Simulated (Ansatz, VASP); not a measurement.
## Two plane-wave programs on Hf

```
Hf
1.0
     0.00000    2.39760    2.39760
     2.39760    0.00000    2.39760
     2.39760    2.39760    0.00000
Hf
1
Cartesian
  0.0000 0.0000 0.0000
```

Change from the starting cell: strain +0.080 along x and y, +0.080 along z, atoms carried along.

Alike in both runs: task single point; functional r2SCAN; k mesh 18 × 18 × 18; occupations gaussian, width 0.15 eV; no spin polarisation.

|  | VASP | Ansatz |
| --- | --- | --- |
| version | VASP 6.6.1 | Ansatz 0.2.0 |
| potentials or method | VASP PAW PBE potentials, release 64 (Hf_pv), cutoff 520 eV | scalar-relativistic, plane waves, PAW |
| valence electrons in the cell | 10 | 26 |

Ansatz gave:

```
gap on the k mesh at the Fermi level (eV) : none
pressure (GPa)                            : -15.5
```

Q: Estimate VASP's values.

A: gap on the k mesh at the Fermi level (eV): none; pressure (GPa): -16.1.

VASP's potentials were made for PBE, not for r2SCAN. A gap of «none» marks a metal or a gap that the smearing closes. VASP's potentials hold 10 valence electrons a cell and Ansatz's 26, so a difference there can come from the potentials and not from the codes.

Neither program's run includes spin-orbit coupling.
